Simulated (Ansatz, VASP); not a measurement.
CO2 in VASP and in Ansatz

```
CELL_PARAMETERS angstrom
5.67259 0.00000 0.00000
0.00000 5.67259 0.00000
0.00000 0.00000 5.67259
ATOMIC_POSITIONS crystal
C 0.00000 0.00000 0.00000
C 0.50000 0.00000 0.50000
C 0.50000 0.50000 0.00000
C 0.00000 0.50000 0.50000
O 0.11811 0.11811 0.11811
O 0.38189 0.88189 0.61811
O 0.61811 0.38189 0.88189
O 0.88189 0.61811 0.38189
O 0.88189 0.88189 0.88189
O 0.61811 0.11811 0.38189
O 0.38189 0.61811 0.11811
O 0.11811 0.38189 0.61811
```

Alike in both runs: functional r2SCAN; dispersion D3(BJ); k mesh 4 × 4 × 4; occupations gaussian, width 0.02 eV; no spin polarisation.

Ansatz relaxed the structure, and its values are those at the end. VASP's run is a single point on that final structure, the one shown.

```csv
,VASP,Ansatz
version,VASP 6.6.1,Ansatz 0.2.0
potentials or method,"VASP PAW PBE potentials, release 64 (C, O), cutoff 520 eV","scalar-relativistic, plane waves, PAW"
valence electrons in the cell,64,64
```

```csv
,VASP,Ansatz,Ansatz less VASP
gap on the k mesh at the Fermi level (eV),7.46,7.48,+0.021
least direct gap on the mesh (eV),7.46,7.48,+0.021
pressure (GPa),1.1,-0.7,-1.81
rms of the force components (eV/Å),0.373,0.002,-0.3706
```

VASP's potentials were made for PBE, not for r2SCAN. One of these differences is far larger than is usual between the two programs; its cause wasn't traced. Ansatz's warnings: dispersion damping borrowed, stress scf threshold loose.

Noted on VASP's run: the standard files for N, O and F lose accuracy on very short bonds.
